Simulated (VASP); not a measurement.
Wanted: the native input for a VASP 6.6.1 run.

```yaml
Task: single point
Functional: PBE
Potentials_or_basis: VASP PAW PBE potentials, release 64 (Al, Os, N)
Cutoff: 520 eV
k_mesh: 6 × 6 × 6
Occupations: gaussian, width 0.1 eV
Spin: collinear spin
Starting_moments: "[0.0, 0.0, 1.0, 0.0, 0.0, 0.0] μB"
Dipole_correction: no
Further_INCAR_settings: ALGO = Normal; EDIFF = 1e-06; NBANDS = 28
```

The structure of Al2OsN3 lies in POSCAR:

```
Al2OsN3
1.0
    2.3417038400      1.3519833400      3.8052223200
   -2.3417038400      1.3519833400      3.8052223200
    0.0000000000     -2.7039666900      3.8052223200
Al Os N
2 1 3
Direct
    0.6170832500      0.6170832500      0.6170832500
    0.3829167500      0.3829167500      0.3829167500
    0.0000000000      0.0000000000      0.0000000000
    0.5000000000      0.0000000000      0.0000000000
    0.0000000000      0.5000000000      0.0000000000
    0.0000000000      0.0000000000      0.5000000000
```

The cell was generated, and may not be a known phase.

The input as run:

INCAR

```
SYSTEM = Al2OsN3
  ALGO = Normal
  EDIFF = 1E-6
  ENCUT = 520
  GGA = PE
  ISIF = 2
  ISMEAR = 0
  ISPIN = 2
  LASPH = .True.
  LCHARG = .False.
  LMAXMIX = 4
  LORBIT = 11
  LREAL = .False.
  LWAVE = .False.
  MAGMOM = 0 0 1 0 0 0
  NBANDS = 28
  NELM = 150
  PREC = Accurate
  SIGMA = 0.1
```

KPOINTS

```
k-points
0
Gamma
  6 6 6
  0 0 0
```

Potentials or basis: VASP PAW PBE potentials, release 64 (Al, Os, N).

Command:

```sh
$ cat potpaw_PBE.64/Al/POTCAR potpaw_PBE.64/Os/POTCAR potpaw_PBE.64/N/POTCAR > POTCAR
$ mpirun -np 1 vasp_std > vasp.out
```

It gave:

| Property | Result |
| --- | --- |
| Pressure | -16.7 GPa |
| Largest force | 0.176 eV/Å |
| Net moment | 0.00 μB per cell |
| Valence electrons inside the program's atomic spheres | Al 0.68; Os 7.00; N 3.41 |

Caveat: the stress differs along the axes, from -20 to -15 GPa.

Wall time 100 s on 1 thread of Intel(R) Xeon(R) Platinum 8559C (Emerald Rapids) (shared host), peak memory 0.3 GiB.
